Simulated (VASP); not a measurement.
A run of VASP 6.6.1 is set up as follows.

INCAR

```
PREC = Accurate ; ENCUT = 520
EDIFF = 1E-6 ; ISMEAR = 0
SIGMA = 0.01 ; LREAL = F
LASPH = T ; NELM = 80
ALGO = Normal ; ISIF = 2
LWAVE = F ; LCHARG = F
GGA = PE ; NBANDS = 30
```

The input KPOINTS:

```
Automatic mesh
0
Gamma
  9 9 4
```

Contents of POSCAR:

```
In2O3
1.0
    3.5016135639      0.0000000000      0.0000000000
   -1.7508067820      3.0324863006      0.0000000000
    0.0000000000      0.0000000000      6.4891174048
In O
2 3
Direct
    0.3333333333      0.6666666667      0.2315476735
    0.6666666667      0.3333333333      0.7684523265
    0.0000000000      0.0000000000      0.0000000000
    0.3333333333      0.6666666667      0.6577844869
    0.6666666667      0.3333333333      0.3422155131
```

Potentials or basis: VASP PAW PBE potentials, release 64 (In_d, O).

Run with:

```sh
$ cat potpaw_PBE.64/In_d/POTCAR potpaw_PBE.64/O/POTCAR > POTCAR
$ mpirun -np 1 vasp_std > vasp.out
```

(1) Predict the band gap on the k mesh.

(2) Estimate the pressure.

(3) Estimate the largest force.

## Answers

(1) 0.25 eV.

(2) -7.3 GPa.

(3) 0.288 eV/Å.

Caveat: the cell stands under tension; semilocal functionals underestimate gaps, and a narrow one can read as zero; spin-orbit coupling is left out, which moves the levels of the heavy elements.
